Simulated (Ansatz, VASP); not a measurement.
Given: the input of a run of Ansatz 0.2.0 on Sb.

input

```
crystal:
  lattice:
    - [0.0, 2.3712425216, 2.3712425216]
    - [2.3712425216, 0.0, 2.3712425216]
    - [2.3712425216, 2.3712425216, 0.0]
  atoms:
    - { symbol: Sb, position: [0.0, 0.0, 0.0] }
hamiltonian:
  xc: b3lyp
  pseudopotentials: { kind: paw }
kpoints:
  mp_grid: { grid: [5, 5, 5] }
scf:
  occupations: { method: fermi_dirac, width: 0.05 }
output:
  forces: true
  stress: true
  eigenvalues: true
relax:
  f_tol: 0.01
  max_steps: 40
  cell: { stress_tol: 0.05 }
```

Problem. Set up the same calculation for VASP 6.6.1. Potentials there: VASP PAW PBE potentials, release 64 (Sb).

Solution. As run (the cutoff follows the program's own potentials):

Contents of POSCAR:

```
Sb
1.0
    0.0000000000      2.3712425216      2.3712425216
    2.3712425216      0.0000000000      2.3712425216
    2.3712425216      2.3712425216      0.0000000000
Sb
1
Direct
    0.0000000000      0.0000000000      0.0000000000
```

Contents of INCAR.step1:

```
PREC     = Accurate       # precision mode
ENCUT    = 600            # plane-wave cutoff, eV
EDIFF    = 1E-5           # SCF threshold, eV
ISMEAR   = -1             # smearing method
SIGMA    = 0.05           # smearing width, eV
LREAL    = False          # projectors in reciprocal space
LASPH    = True           # aspherical terms in the spheres
NELM     = 80             # most SCF steps
ALGO     = Normal         # electronic algorithm
LWAVE    = True           # write WAVECAR
LCHARG   = False          # write CHGCAR
GGA      = PE             # functional
NBANDS   = 8              # bands
```

INCAR.step2

```
PREC     = Accurate       # precision mode
ENCUT    = 600            # plane-wave cutoff, eV
EDIFF    = 1E-6           # SCF threshold, eV
ISMEAR   = -1             # smearing method
SIGMA    = 0.05           # smearing width, eV
LREAL    = False          # projectors in reciprocal space
LASPH    = True           # aspherical terms in the spheres
NELM     = 80             # most SCF steps
ALGO     = Normal         # electronic algorithm
ISIF     = 3              # what is computed and relaxed
LWAVE    = False          # write WAVECAR
LCHARG   = False          # write CHGCAR
GGA      = B3             # functional
LHFCALC  = True           # exact exchange
AEXX     = 0.2            # exact-exchange fraction
AGGAX    = 0.72         
AGGAC    = 0.81         
ALDAC    = 0.19         
PRECFOCK = Normal       
IBRION   = 2              # ionic algorithm
NSW      = 60             # ionic steps
EDIFFG   = -0.01          # ionic threshold
ISTART   = 1
```

The input KPOINTS:

```
Automatic mesh
0
Gamma
  5 5 5
```

Potentials or basis: VASP PAW PBE potentials, release 64 (Sb).

The run is started by

```sh
$ cat potpaw_PBE.64/Sb/POTCAR > POTCAR
$ cp INCAR.step1 INCAR
$ mpirun -np 1 vasp_std > vasp.out
$ cp INCAR.step2 INCAR
$ mpirun -np 1 vasp_std > vasp.out
```

Both were run:

|  | VASP | Ansatz | Ansatz less VASP |
| --- | --- | --- | --- |
| gap on the k mesh at the Fermi level, each at its own relaxed structure (eV) | none | none | - |
| relaxed volume (Å³/atom) | 28.57 | 28.82 | +0.252 |
| relaxed cell length with the largest relative difference (Å) | 3.432 | 3.442 | +0.0101 |

VASP's potentials were made for PBE, not for B3LYP. A gap of «none» marks a metal or a gap that the smearing closes. VASP's potentials hold 5 valence electrons a cell and Ansatz's 15, so a difference there can come from the potentials and not from the codes.

The k mesh is coarse, so the values compare programs but aren't converged. Neither program's run includes spin-orbit coupling. Noted on Ansatz's run: the plane-wave basis is chosen anew once the cell has moved, so the energies of steps on either side of that aren't comparable.
